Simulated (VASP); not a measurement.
# Si in VASP: single point with LDA

Aim: the single point of Si with LDA.

Program: VASP 6.6.1. These are calculated values, not measurements. Logs are shortened: lines on timing, memory, paths and dates and some standing lists are left out, and cuts for length are marked.

### Step 1. The cell of the first run

The typed cell holds 2 atoms: a = 3.605 Å, b = 3.605 Å, c = 3.605 Å, α = 97.97°, β = 97.32°, γ = 137.21°.

### Step 2. Single point, LDA

Contents of INCAR:

```
SYSTEM = Si
PREC = Accurate
ENCUT = 520
EDIFF = 1E-6
ISMEAR = 0
SIGMA = 0.15
LREAL = .False.
LASPH = .True.
NELM = 60
ALGO = Normal
ISIF = 2
LWAVE = .False.
LCHARG = .False.
NBANDS = 11
```

Contents of KPOINTS:

```
Automatic mesh
0
Gamma
  14 14 14
  0 0 0
```

Contents of POSCAR:

```
Si
1.0
   -2.3645724104      2.3808896660      1.3172589452
    2.3664915469     -2.3813878305      1.3127743156
    2.3648589797      2.3811701322     -1.3159478760
Si
2
Direct
    0.2449401409      0.7449490880      0.4999977430
    0.5050598591      0.5050509120      0.0000022570
```

Potentials or basis: VASP PAW LDA potentials, release 64 (Si).

Launch:

```console
$ cat potpaw_LDA.64/Si/POTCAR > POTCAR
$ mpirun -np 1 vasp_std > vasp.out
```

OUTCAR:

```text
SYSTEM = Si
   PREC = Accurate
   ENCUT = 520
   EDIFF = 1E-6
   ISMEAR = 0
   LREAL = .False.
   LASPH = .True.
   NELM = 60
   ISIF = 2

 ion  position               nearest neighbor table
   1  0.245  0.745  0.500-   2 2.46   2 2.46   2 2.46   2 2.46   2 3.06   2 3.06   2 3.11   2 3.11

   2  0.505  0.505  0.000-   1 2.46   1 2.46   1 2.46   1 2.46   1 3.06   1 3.06   1 3.11   1 3.11

  LATTYP: Found a base centered monoclinic cell.
 ALAT       =    14.4355072071
 B/A-ratio  =     0.3298851865
 C/A-ratio  =     0.3277579047
 COS(beta)  =    -0.9832629726

  Lattice vectors:

 A1 = (  -7.0959229370,   2.3811073643,   1.3204325056)
 A2 = (  -7.0962095063,  -2.3809524339,   1.3191214364)
 A3 = (   4.7313505266,  -0.0002176983,  -0.0031735604)

Analysis of symmetry for initial positions (statically):
=====================================================================
 Subroutine PRICEL returns:
 Original cell was already a primitive cell.

 Routine SETGRP: Setting up the symmetry group for a
 base centered monoclinic supercell.

 Subroutine GETGRP returns: Found  2 space group operations
 (whereof  1 operations were pure point group operations)
 out of a pool of  4 trial point group operations.

The static configuration has the point symmetry C_1 .
 The point group associated with its full space group is S_2 .

Analysis of symmetry for dynamics (positions and initial velocities):
=====================================================================
 Subroutine PRICEL returns:
 Original cell was already a primitive cell.

 Routine SETGRP: Setting up the symmetry group for a
 base centered monoclinic supercell.

 Subroutine GETGRP returns: Found  2 space group operations
 (whereof  1 operations were pure point group operations)
 out of a pool of  4 trial point group operations.

The dynamic configuration has the point symmetry C_1 .
 The point group associated with its full space group is S_2 .

 Subroutine INISYM returns: Found  2 space group operations
 (whereof  1 operations are pure point group operations),
 and found     1 'primitive' translations

----------------------------------------------------------------------------------------

                                     Primitive cell

  volume of cell :      29.6286

  direct lattice vectors                    reciprocal lattice vectors
    -2.364572410  2.380889666  1.317258945     0.000264719  0.209888455  0.380262891
     2.366491547 -2.381387831  1.312774316     0.211611070 -0.000117373  0.380068893
     2.364858980  2.381170132 -1.315947876     0.211365728  0.209980475 -0.000114460

  length of vectors
     3.604859139  3.604811596  3.604753529     0.434342146  0.435007612  0.297938390

  position of ions in fractional coordinates (direct lattice)
     0.244940141  0.744949088  0.499997743
     0.505059859  0.505050912  0.000002257

  ion indices of the primitive-cell ions
   primitive index   ion index
                 1           1
                 2           2

----------------------------------------------------------------------------------------

 KPOINTS: Automatic mesh

Automatic generation of k-mesh.
 Grid dimensions read from file:
 generate k-points for:   14   14   14

 Generating k-lattice:

  Cartesian coordinates                     Fractional coordinates (reciprocal lattice)
     0.000018909  0.014992032  0.027161635     0.071428571  0.000000000  0.000000000
     0.015115076 -0.000008384  0.027147778     0.000000000  0.071428571  0.000000000
     0.015097552  0.014998605 -0.000008176     0.000000000  0.000000000  0.071428571

  Length of vectors
     0.031024439  0.031071972  0.021281314

  Shift w.r.t. Gamma in fractional coordinates (k-lattice)
     0.000000000  0.000000000  0.000000000

 Subroutine IBZKPT returns following result:
 ===========================================

 Found   1376 irreducible k-points:

 Following reciprocal coordinates:
            Coordinates               Weight
  0.000000  0.000000  0.000000      1.000000
  0.071429 -0.000000 -0.000000      2.000000
  0.142857 -0.000000 -0.000000      2.000000
  0.214286 -0.000000 -0.000000      2.000000
  0.285714 -0.000000 -0.000000      2.000000
  0.357143 -0.000000 -0.000000      2.000000
[... 16 lines left out ...]
 -0.000000  0.142857  0.000000      2.000000
  0.071429  0.142857 -0.000000      2.000000
 [... further k-points ...]
   k-points           NKPTS =   1376   k-points in BZ     NKDIM =   1376   number of bands    NBANDS=     11
   number of dos      NEDOS =    301   number of ions     NIONS =      2
   total plane-waves  NPLWV =  21952
   dimension x,y,z NGX =    28 NGY =   28 NGZ =   28
   dimension x,y,z NGXF=    56 NGYF=   56 NGZF=   56
   ions per type =               2
   NGX,Y,Z   is equivalent  to a cutoff of  12.91, 12.91, 12.91 a.u.
   NGXF,Y,Z  is equivalent  to a cutoff of  25.83, 25.83, 25.83 a.u.
 SYSTEM =  Si
   PREC   = accura    normal or accurate (medium, high low for compatibility)
   ISTART =      0    job   : 0-new  1-cont  2-samecut
   ICHARG =      2    charge: 1-file 2-atom 10-const
   ISPIN  =      1    spin polarized calculation?
   LNONCOLLINEAR =      F non collinear calculations
   LSORBIT =      F    spin-orbit coupling
   LASPH  =      T    aspherical Exc in radial PAW
   ENCUT  =  520.0 eV  38.22 Ry    6.18 a.u.   6.70  6.70  6.70*2*pi/ulx,y,z
   NELM   =     60;   NELMIN=  2; NELMDL= -5     # of ELM steps
   EDIFF  = 0.1E-05   stopping-criterion for ELM
   LREAL  =      F    real-space projection
   EDIFFG = 0.1E-04   stopping-criterion for IOM
   NSW    =      0    number of steps for IOM
   IBRION =     -1    ionic relax: 0-MD 1-quasi-New 2-CG
   NFREE  =      0    steps in history (QN), initial steepest desc. (CG)
   ISIF   =      2    stress and relaxation
   ISYM   =      2    0-nonsym 1-usesym 2-fastsym
   POTIM  = 0.5000    time-step for ionic-motion
   TEBEG  =    0.0;   TEEND  =   0.0 temperature during run
   PSTRESS=    0.0 pullay stress
   NELECT =       8.0000    total number of electrons
   NUPDOWN=      -1.0000    fix difference up-down
   EMIN   =  10.00;   EMAX   =-10.00  energy-range for DOS
   EFERMI =   0.00;   METHOD = LEGACY
   ISMEAR =     0;   SIGMA  =   0.15  broadening in eV -4-tet -1-fermi 0-gaus
   EFERMI_NEDOS =   21; number of points for ismear=-14 and -15
   IALGO  =     38    algorithm
   IMIX   =      4    mixing-type and parameters
     AMIX     =   0.40;   BMIX     =  1.00
     AMIX_MAG =   1.60;   BMIX_MAG =  1.00
  volume/ion in A,a.u.               =      14.81        99.97
  Fermi-wavevector in a.u.,A,eV,Ry     =   1.058119  1.999554 15.233286  1.119615
  Thomas-Fermi vector in A             =   2.193416
   LORBIT       =      0    0 simple, 1 ext, 2 COOP (PROOUT), +10 PAW based schemes
   GGA     = CA    functional components
   LHFCALC =     F    Hartree Fock is set to
   AEXX    =    0.0000 exact exchange contribution
   IVDW    =     0    specifies the selected vdW correction
   LEPSILON=     F    determine dielectric tensor
   LRPA    =     F    only Hartree local field effects (RPA)
 non-spin polarized calculation
 Gauss-broadening in eV      SIGMA  =   0.15
  energy-cutoff  :      520.00
  volume of cell :       29.63
 maximum number of plane-waves:       811
   NGX = 13   NGY = 13   NGZ = 13

 number of electron       8.0000000 magnetization

 Free energy of the ion-electron system (eV)
  ---------------------------------------------------
  ext. energy  EPLUGINS =         0.00000000
  ---------------------------------------------------
  free energy    TOTEN  =       -11.50548717 eV

  energy without entropy =      -11.49641928  energy(sigma->0) =      -11.50095322

 E-fermi :   9.4838     XC(G=0): -11.1024

 val. band max:        9.4773144178   @ k =   0.1429   0.0714   0.4286
 cond. band min:       9.4937960418   @ k =   0.3571   0.2857   0.3571
 fundamental gap:      0.0164816241
 Fermi energy:         9.4837729929

 k-point     1 :       0.0000    0.0000    0.0000
  band No.  band energies     occupation
      1      -4.4637      2.00000
      2       6.9332      2.00000
      3       7.0022      2.00000
      4       7.5543      2.00000
      5      10.9865      0.00000
      6      17.0939      0.00000
      7      18.4166      0.00000
      8      18.6059      0.00000
      9      18.8028      0.00000
     10      19.6920      0.00000
     11      20.2307      0.00000

 k-point     2 :       0.0714   -0.0000   -0.0000
  band No.  band energies     occupation
      1      -4.3254      2.00000
      2       6.5150      2.00000
      3       6.8716      2.00000
      4       8.2750      2.00000
      5      11.3019      0.00000
      6      16.2276      0.00000
      7      17.0578      0.00000
      8      18.2143      0.00000
      9      18.3636      0.00000
     10      19.5533      0.00000
     11      21.1605      0.00000

 k-point     3 :       0.1429   -0.0000   -0.0000
  band No.  band energies     occupation
      1      -3.9113      2.00000
      2       6.0652      2.00000
      3       6.7650      2.00000
      4       9.3896      1.62521
      5      12.1557      0.00000
      6      14.3856      0.00000
      7      14.9253      0.00000
      8      17.0712      0.00000
      9      17.2711      0.00000
     10      18.5871      0.00000
     11      20.7607      0.00000

 k-point     4 :       0.2143   -0.0000   -0.0000
  band No.  band energies     occupation
      1      -3.2235      2.00000
      2       5.8510      2.00000
      3       6.7388      2.00000
      4      10.2868      0.00000
      5      12.3279      0.00000
      6      13.1789      0.00000
      7      13.3035      0.00000
      8      15.6997      0.00000
      9      15.9636      0.00000
     10      17.5098      0.00000
     11      20.9607      0.00000
[... 239 lines left out ...]
 k-point    22 :      -0.0714    0.0714    0.0000
  band No.  band energies     occupation
      1      -4.3988      2.00000
      2       5.8892      2.00000
      3       7.0268      2.00000
      4       8.3544      2.00000
      5      11.4281      0.00000
      6      16.3108      0.00000
      7      18.0621      0.00000
      8      18.7261      0.00000
      9      19.0123      0.00000
     10      19.7850      0.00000
     11      20.3741      0.00000

 k-point    23 :      -0.0000    0.1429    0.0000
  band No.  band energies     occupation
      1      -3.9094      2.00000
      2       6.0032      2.00000
      3       6.8096      2.00000
      4       9.3953      1.59577
      5      12.1748      0.00000
      6      14.4095      0.00000
      7      14.9416      0.00000
      8      17.1476      0.00000
      9      17.2823      0.00000
     10      18.5485      0.00000
     11      20.4935      0.00000

 k-point    24 :       0.0714    0.1429   -0.0000
  band No.  band energies     occupation
      1      -3.3497      2.00000
      2       6.0395      2.00000
      3       7.5986      2.00000
      4       9.6688      0.08104
      5      12.4355      0.00000
      6      12.7469      0.00000
      7      13.2164      0.00000
      8      15.7050      0.00000
      9      16.1668      0.00000
     10      17.6729      0.00000
     11      20.0156      0.00000

 [... further k-points ...]
[... 5 lines left out ...]
  --------------------------------------------------------------------------------------
  -------------------------------------------------------------------------------------
  Total        0.0191134      0.0140948      0.0190088     -0.0002304     -0.0009360     -0.0006505
  in kB        1.0335634      0.7621805      1.0279075     -0.0124570     -0.0506150     -0.0351760
  external PRESSURE =       0.9412171 kB  Pullay stress =       0.0000000 kB

 VOLUME and BASIS-vectors are now :
 -----------------------------------------------------------------------------
  energy-cutoff  :      520.00
  volume of cell :       29.63
      direct lattice vectors                 reciprocal lattice vectors
    -2.364572410  2.380889666  1.317258945     0.000264719  0.209888455  0.380262891
     2.366491547 -2.381387831  1.312774316     0.211611070 -0.000117373  0.380068893
     2.364858980  2.381170132 -1.315947876     0.211365728  0.209980475 -0.000114460

 POSITION                                       TOTAL-FORCE (eV/Angst)
 -----------------------------------------------------------------------------------
      2.36616     -0.00026      0.64263        -0.000093      0.000201      0.000375
      0.00095     -0.00022      1.32831         0.000093     -0.000201     -0.000375
 -----------------------------------------------------------------------------------
    total drift:                                0.000000      0.000000     -0.000000

  FREE ENERGIE OF THE ION-ELECTRON SYSTEM (eV)
  ---------------------------------------------------
  free  energy   TOTEN  =       -11.5054871676 eV

  energy  without entropy=      -11.4964192757  energy(sigma->0) =      -11.50095322
```

Run time: 3.3 min. Hardware: 1 thread of AMD EPYC 9R45 (Zen 5), shared host; peak memory 0.39 GiB.

Results:

```
Free energy            : -11.5055 eV
Pressure               : 0.1 GPa
Band gap on the k mesh : zero (band 4 reaches 11.92 eV, above the bottom of band 5 at 5.49 eV)
```

Caveat: the cell differs from its parent crystal (all atoms moved at random, sigma 0.15 Å a component, cell strained at random, sigma 0.1, then relaxed in part).
